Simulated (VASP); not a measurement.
# GaP (F-43m) in VASP: a series of runs

GaP is run at these levels: r2SCAN; tasks: single point.

Program: VASP 6.6.1. These are calculated values, not measurements. Logs are shortened: lines on timing, memory, paths and dates and some standing lists are left out, and cuts for length are marked.

### Step 1. The cell of the first run

The structure is cubic, space group F-43m (No. 216). Conventional cell: a = 5.557 Å, b = 5.557 Å, c = 5.557 Å, α = 90.00°, β = 90.00°, γ = 90.00°. Within 3.2 Å of Ga (site symmetry -43m) lie 4 P at 2.41 Å. Within 3.2 Å of P (site symmetry -43m) lie 4 Ga at 2.41 Å.

### Step 2. Single point, r2SCAN (volume scaled by 1.06)

POSCAR

```
GaP
1.0
    0.0000000000      2.7786998443      2.7786998443
    2.7786998443      0.0000000000      2.7786998443
    2.7786998443      2.7786998443      0.0000000000
Ga P
1 1
Direct
    0.0000000000      0.0000000000      0.0000000000
    0.2500000000      0.2500000000      0.2500000000
```

INCAR.step1

```
PREC = Accurate
ENCUT = 520
ISMEAR = 0
SIGMA = 0.02
LREAL = F
LASPH = T
NELM = 80
NBANDS = 16
GGA = PE
ALGO = Normal
EDIFF = 1E-4
LWAVE = T
LCHARG = F
```

INCAR.step2

```
PREC = Accurate
ENCUT = 520
EDIFF = 1E-6
ISMEAR = 0
SIGMA = 0.02
LREAL = F
LASPH = T
NELM = 80
ALGO = Normal
ISIF = 2
LWAVE = F
LCHARG = F
METAGGA = R2SCAN
LMIXTAU = T
NBANDS = 16
ISTART = 1
```

KPOINTS

```
Automatic mesh
0
Gamma
  8 8 8
```

Potentials or basis: VASP PAW PBE potentials, release 64 (Ga_d, P).

Started as:

```sh
$ cat potpaw_PBE.64/Ga_d/POTCAR potpaw_PBE.64/P/POTCAR > POTCAR
$ cp INCAR.step1 INCAR
$ mpirun -np 1 vasp_std > vasp.out
$ cp INCAR.step2 INCAR
$ mpirun -np 1 vasp_std > vasp.out
```

OUTCAR:

```text
PREC = Accurate
   ENCUT = 520
   EDIFF = 1E-6
   ISMEAR = 0
   LREAL = F
   LASPH = T
   NELM = 80
   ISIF = 2
   METAGGA = R2SCAN
   ISTART = 1

 ion  position               nearest neighbor table
   1  0.000  0.000  0.000-   2 2.41   2 2.41   2 2.41   2 2.41
   2  0.250  0.250  0.250-   1 2.41   1 2.41   1 2.41   1 2.41

  LATTYP: Found a face centered cubic cell.
 ALAT       =     5.5573996886

  Lattice vectors:

 A1 = (   0.0000000000,   2.7786998443,   2.7786998443)
 A2 = (   2.7786998443,   0.0000000000,   2.7786998443)
 A3 = (   2.7786998443,   2.7786998443,   0.0000000000)

Analysis of symmetry for initial positions (statically):
=====================================================================
 Subroutine PRICEL returns:
 Original cell was already a primitive cell.

 Routine SETGRP: Setting up the symmetry group for a
 face centered cubic supercell.

 Subroutine GETGRP returns: Found 24 space group operations
 (whereof 24 operations were pure point group operations)
 out of a pool of 48 trial point group operations.

The static configuration has the point symmetry T_d .

Analysis of symmetry for dynamics (positions and initial velocities):
=====================================================================
 Subroutine PRICEL returns:
 Original cell was already a primitive cell.

 Routine SETGRP: Setting up the symmetry group for a
 face centered cubic supercell.

 Subroutine GETGRP returns: Found 24 space group operations
 (whereof 24 operations were pure point group operations)
 out of a pool of 48 trial point group operations.

The dynamic configuration has the point symmetry T_d .

 Subroutine INISYM returns: Found 24 space group operations
 (whereof 24 operations are pure point group operations),
 and found     1 'primitive' translations

----------------------------------------------------------------------------------------

                                     Primitive cell

  volume of cell :      42.9096

  direct lattice vectors                    reciprocal lattice vectors
     0.000000000  2.778699844  2.778699844    -0.179940270  0.179940270  0.179940270
     2.778699844  0.000000000  2.778699844     0.179940270 -0.179940270  0.179940270
     2.778699844  2.778699844  0.000000000     0.179940270  0.179940270 -0.179940270

  length of vectors
     3.929675006  3.929675006  3.929675006     0.311665690  0.311665690  0.311665690

[... 79 lines left out ...]
   NELM   =     80;   NELMIN=  2; NELMDL=  0     # of ELM steps
   EDIFF  = 0.1E-05   stopping-criterion for ELM
   LREAL  =      F    real-space projection
   EDIFFG = 0.1E-04   stopping-criterion for IOM
   NSW    =      0    number of steps for IOM
   IBRION =     -1    ionic relax: 0-MD 1-quasi-New 2-CG
   NFREE  =      0    steps in history (QN), initial steepest desc. (CG)
   ISIF   =      2    stress and relaxation
   ISYM   =      2    0-nonsym 1-usesym 2-fastsym
   POTIM  = 0.5000    time-step for ionic-motion
   TEBEG  =    0.0;   TEEND  =   0.0 temperature during run
   PSTRESS=    0.0 pullay stress
   NELECT =      18.0000    total number of electrons
   NUPDOWN=      -1.0000    fix difference up-down
   EMIN   =  10.00;   EMAX   =-10.00  energy-range for DOS
   EFERMI =   0.00;   METHOD = LEGACY
   ISMEAR =     0;   SIGMA  =   0.02  broadening in eV -4-tet -1-fermi 0-gaus
   EFERMI_NEDOS =   21; number of points for ismear=-14 and -15
   IALGO  =     38    algorithm
   IMIX   =      4    mixing-type and parameters
     AMIX     =   0.40;   BMIX     =  1.00
     AMIX_MAG =   1.60;   BMIX_MAG =  1.00
  volume/ion in A,a.u.               =      21.45       144.78
  Fermi-wavevector in a.u.,A,eV,Ry     =   1.225502  2.315863 20.433980  1.501855
  Thomas-Fermi vector in A             =   2.360538
   LORBIT       =      0    0 simple, 1 ext, 2 COOP (PROOUT), +10 PAW based schemes
   METAGGA = R2SCAN    functional components
   LHFCALC =     F    Hartree Fock is set to
   AEXX    =    0.0000 exact exchange contribution
   IVDW    =     0    specifies the selected vdW correction
   LEPSILON=     F    determine dielectric tensor
   LRPA    =     F    only Hartree local field effects (RPA)
 non-spin polarized calculation
 Gauss-broadening in eV      SIGMA  =   0.02
  energy-cutoff  :      520.00
  volume of cell :       42.91
 maximum number of plane-waves:      1174
 NGX is ok and might be reduce to    30
   NGX = 15   NGY = 15   NGZ = 15

 number of electron      18.0000013 magnetization

 Free energy of the ion-electron system (eV)
  ---------------------------------------------------
  ext. energy  EPLUGINS =         0.00000000
  ---------------------------------------------------
  free energy    TOTEN  =       -21.42683944 eV

  energy without entropy =      -21.42683944  energy(sigma->0) =      -21.42683944

 E-fermi :   4.0054     XC(G=0): -10.2675

 val. band max:        3.8814491964   @ k =   0.0000   0.0000   0.0000
 cond. band min:       5.7183910155   @ k =   0.0000   0.0000   0.0000
 fundamental gap:      1.8369418191
 Fermi energy:         4.0053989944

 k-point     1 :       0.0000    0.0000    0.0000
  band No.  band energies     occupation
      1     -11.0241      2.00000
      2     -11.0241      2.00000
      3     -11.0241      2.00000
      4     -10.9285      2.00000
      5     -10.9285      2.00000
      6      -8.7033      2.00000
[... 433 lines left out ...]
      3     -10.9856      2.00000
      4     -10.9327      2.00000
      5     -10.9221      2.00000
      6      -6.3454      2.00000
[... 8 lines left out ...]
     15      16.3249      0.00000
     16      16.7760      0.00000

 [... further k-points ...]

------------------------ aborting loop because EDIFF is reached ----------------------------------------

  FORCE on cell =-STRESS in cart. coord.  units (eV):
  Direction    XX          YY          ZZ          XY          YZ          ZX
  --------------------------------------------------------------------------------------
  -------------------------------------------------------------------------------------
  Total       -1.2123999     -1.2123999     -1.2123999     -0.0000000      0.0000000     -0.0000000
  in kB      -45.2690696    -45.2690696    -45.2690696     -0.0000000      0.0000000     -0.0000000
  external PRESSURE =     -45.2690696 kB  Pullay stress =       0.0000000 kB

 VOLUME and BASIS-vectors are now :
 -----------------------------------------------------------------------------
  energy-cutoff  :      520.00
  volume of cell :       42.91
      direct lattice vectors                 reciprocal lattice vectors
     0.000000000  2.778699844  2.778699844    -0.179940270  0.179940270  0.179940270
     2.778699844  0.000000000  2.778699844     0.179940270 -0.179940270  0.179940270
     2.778699844  2.778699844  0.000000000     0.179940270  0.179940270 -0.179940270

 POSITION                                       TOTAL-FORCE (eV/Angst)
 -----------------------------------------------------------------------------------
      0.00000      0.00000      0.00000         0.000000     -0.000000     -0.000000
      1.38935      1.38935      1.38935        -0.000000      0.000000      0.000000
 -----------------------------------------------------------------------------------
    total drift:                                0.000004      0.000004      0.000003

  FREE ENERGIE OF THE ION-ELECTRON SYSTEM (eV)
  ---------------------------------------------------
  free  energy   TOTEN  =       -21.4268394418 eV

  energy  without entropy=      -21.4268394418  energy(sigma->0) =      -21.42683944
```

OUTCAR.step1:

```text
PREC = Accurate
   ENCUT = 520
   ISMEAR = 0
   LREAL = F
   LASPH = T
[... 677 lines left out ...]
 -----------------------------------------------------------------------------------
      0.00000      0.00000      0.00000        -0.000000     -0.000000     -0.000000
      1.38935      1.38935      1.38935         0.000000      0.000000      0.000000
 -----------------------------------------------------------------------------------
    total drift:                                0.000002      0.000002      0.000002

  FREE ENERGIE OF THE ION-ELECTRON SYSTEM (eV)
  ---------------------------------------------------
  free  energy   TOTEN  =        -9.1179794267 eV

  energy  without entropy=       -9.1179794267  energy(sigma->0) =       -9.11797943
```

OSZICAR.step1:

```text
N       E                     dE             d eps       ncg     rms          rms(c)
DAV:   1     0.826978324012E+02    0.82698E+02   -0.91177E+03   944   0.156E+03
DAV:   2    -0.286806102923E+01   -0.85566E+02   -0.81564E+02  1064   0.317E+02
DAV:   3    -0.926402237154E+01   -0.63960E+01   -0.63746E+01  1160   0.661E+01
DAV:   4    -0.936926111529E+01   -0.10524E+00   -0.10522E+00  1128   0.918E+00
DAV:   5    -0.937148442102E+01   -0.22233E-02   -0.22233E-02  1224   0.118E+00    0.398E+00
DAV:   6    -0.913978920070E+01    0.23170E+00   -0.37628E-01  1424   0.981E+00    0.260E+00
DAV:   7    -0.911710639900E+01    0.22683E-01   -0.84866E-02  1216   0.187E+00    0.107E+00
DAV:   8    -0.911749018558E+01   -0.38379E-03   -0.12584E-02  1088   0.133E+00    0.155E-01
DAV:   9    -0.911790080700E+01   -0.41062E-03   -0.13088E-03  1184   0.513E-01    0.851E-02
DAV:  10    -0.911797942674E+01   -0.78620E-04   -0.89859E-05   968   0.103E-01
   1 F= -.91179794E+01 E0= -.91179794E+01  d E =-.946675E-35
```

Wall time 50 s (1 thread of Intel Xeon 6975P-C (Granite Rapids), shared host); peak memory 0.17 GiB.

Results:

```yaml
Free_energy: -21.4268 eV
Pressure: -4.5 GPa
Band_gap_on_the_k_mesh: 1.84 eV, direct
```

Levels at points of the mesh, in eV from the valence-band top:
| k point | band 5 | band 6 | band 7 | band 8 | band 9 | band 10 | band 11 | band 12 | band 13 | band 14 |
| --- | --- | --- | --- | --- | --- | --- | --- | --- | --- | --- |
| (0.00, 0.00, 0.00) | -14.81 | -12.58 | 0.00 | 0.00 | 0.00 | 1.84 | 4.20 | 4.20 | 4.20 | 9.18 |
| (0.50, 0.00, 0.00) | -14.80 | -10.62 | -6.51 | -1.08 | -1.08 | 1.85 | 5.07 | 5.07 | 8.69 | 11.20 |
| (0.50, 0.50, 0.00) | -14.79 | -9.76 | -6.68 | -2.60 | -2.60 | 2.03 | 2.14 | 10.89 | 10.89 | 11.45 |

Caveat: the PAW data sets were made with another functional, which shifts forces and pressure a little. A k mesh can miss the band edges.

### Step 3. Single point, r2SCAN (volume scaled by 0.88)

POSCAR

```
GaP
1.0
    0.0000000000      2.6115633931      2.6115633931
    2.6115633931      0.0000000000      2.6115633931
    2.6115633931      2.6115633931      0.0000000000
Ga P
1 1
Direct
    0.0000000000      0.0000000000      0.0000000000
    0.2500000000      0.2500000000      0.2500000000
```

INCAR.step1

```
SYSTEM = GaP
ALGO     = Normal         ! electronic algorithm
EDIFF    = 1E-4           ! SCF threshold, eV
ENCUT    = 520            ! plane-wave cutoff, eV
GGA      = PE             ! functional
ISMEAR   = 0              ! smearing method
LASPH    = .True.         ! aspherical terms in the spheres
LCHARG   = .False.        ! write CHGCAR
LREAL    = .False.        ! projectors in reciprocal space
LWAVE    = .True.         ! write WAVECAR
NBANDS   = 16             ! bands
NELM     = 80             ! most SCF steps
PREC     = Accurate       ! precision mode
SIGMA    = 0.02           ! smearing width, eV
```

INCAR.step2

```
SYSTEM = GaP
ALGO     = Normal         ! electronic algorithm
EDIFF    = 1E-6           ! SCF threshold, eV
ENCUT    = 520            ! plane-wave cutoff, eV
ISIF     = 2              ! what is computed and relaxed
ISMEAR   = 0              ! smearing method
ISTART   = 1            
LASPH    = .True.         ! aspherical terms in the spheres
LCHARG   = .False.        ! write CHGCAR
LMIXTAU  = .True.       
LREAL    = .False.        ! projectors in reciprocal space
LWAVE    = .False.        ! write WAVECAR
METAGGA  = R2SCAN         ! meta-GGA
NBANDS   = 16             ! bands
NELM     = 80             ! most SCF steps
PREC     = Accurate       ! precision mode
SIGMA    = 0.02           ! smearing width, eV
```

KPOINTS

```
k-points
0
Gamma
  8 8 8
  0 0 0
```

Potentials or basis: VASP PAW PBE potentials, release 64 (Ga_d, P).

Started as:

```sh
$ cat potpaw_PBE.64/Ga_d/POTCAR potpaw_PBE.64/P/POTCAR > POTCAR
$ cp INCAR.step1 INCAR
$ mpirun -np 1 vasp_std > vasp.out
$ cp INCAR.step2 INCAR
$ mpirun -np 1 vasp_std > vasp.out
```

It took 68 s on 1 thread of Intel Xeon Platinum 8259CL at 2.50GHz (Skylake/Cascade Lake), shared host; peak memory 0.17 GiB.

It converged, with:

```yaml
Free_energy: -21.2617 eV
Pressure: 14.9 GPa
Band_gap_on_the_k_mesh: 1.62 eV, indirect (least direct gap 3.49 eV)
```

Levels at points of the mesh, in eV from the valence-band top:
```
           k point  band 7  band 8  band 9  band 10  band 11  band 12
(0.00, 0.00, 0.00)    0.00    0.00    0.00     3.49     4.12     4.12
(0.50, 0.00, 0.00)   -7.68   -1.38   -1.38     2.45     4.98     4.98
(0.50, 0.50, 0.00)   -7.64   -3.30   -3.30     1.62     1.93    12.33
```

Caveat: the PAW data sets were made with another functional, which shifts forces and pressure a little.
